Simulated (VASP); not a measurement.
Runs of VASP 6.6.1 on Ga. The structure is that of space group I4/mmm (No. 139), or close to it. The cells are those of the table. 

```tsv
task	cell	cutoff (eV)	gap on the mesh (eV)	pressure (GPa)
electric field gradients	a = 2.935 Å, angles 123.9, 123.9, 83.4°, 1 atom	520	none	1.8
electric field gradients	a = 3.025 Å, angles 122.9, 122.9, 85.1°, 1 atom	400	none	-4.9
electric field gradients	a = 2.959 Å, angles 124.6, 124.6, 82.2°, 1 atom	400	none	(a)
single point	a = 3.034 Å, angles 123.9, 123.9, 83.4°, 1 atom	520	none	-4.1
```

Alike in all rows: level LDA; potentials or basis VASP PAW LDA potentials, release 64 (Ga_d); no spin polarisation; k mesh 14 × 14 × 16; smearing fermi-dirac 0.05 eV.

Problem. Fill in the values left out.

Solution. (a) 0.6.

Caveats: the cell stands under tension (at least some runs).

A k mesh can miss the band edges, and the runs leave out spin-orbit coupling on Ga.

A gap of «none» marks levels without a gap at the run's occupations.
